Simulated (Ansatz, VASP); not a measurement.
**One calculation of Ta, two programs**

```
CELL_PARAMETERS angstrom
-1.65416 1.65416 1.65416
1.65416 -1.65416 1.65416
1.65416 1.65416 -1.65416
ATOMIC_POSITIONS crystal
Ta 0.00000 0.00000 0.00000
```

Change from the starting cell: the structure that the rattled cell fell into.

Alike in both runs: functional PBE; k mesh 8 × 8 × 8; occupations gaussian, width 0.1 eV; no spin polarisation.

Ansatz relaxed the structure, and its values are those at the end. VASP's run is a single point on that final structure, the one shown.

|  | VASP | Ansatz |
| --- | --- | --- |
| version | VASP 6.6.1 | Ansatz 0.2.0 |
| potentials or method | VASP PAW PBE potentials, release 64 (Ta_pv), cutoff 520 eV | scalar-relativistic, plane waves, PAW |
| valence electrons in the cell | 11 | 13 |

```csv
,VASP,Ansatz,Ansatz less VASP
gap on the k mesh at the Fermi level (eV),none,none,-
pressure (GPa),0.0,-0.1,-0.12
```

A gap of «none» marks a metal or a gap that the smearing closes. The functional is the same, so the differences come from potentials, cutoffs and numerics. VASP's potentials hold 11 valence electrons a cell and Ansatz's 13, so a difference there can come from the potentials and not from the codes.

Spin-orbit coupling is off throughout.
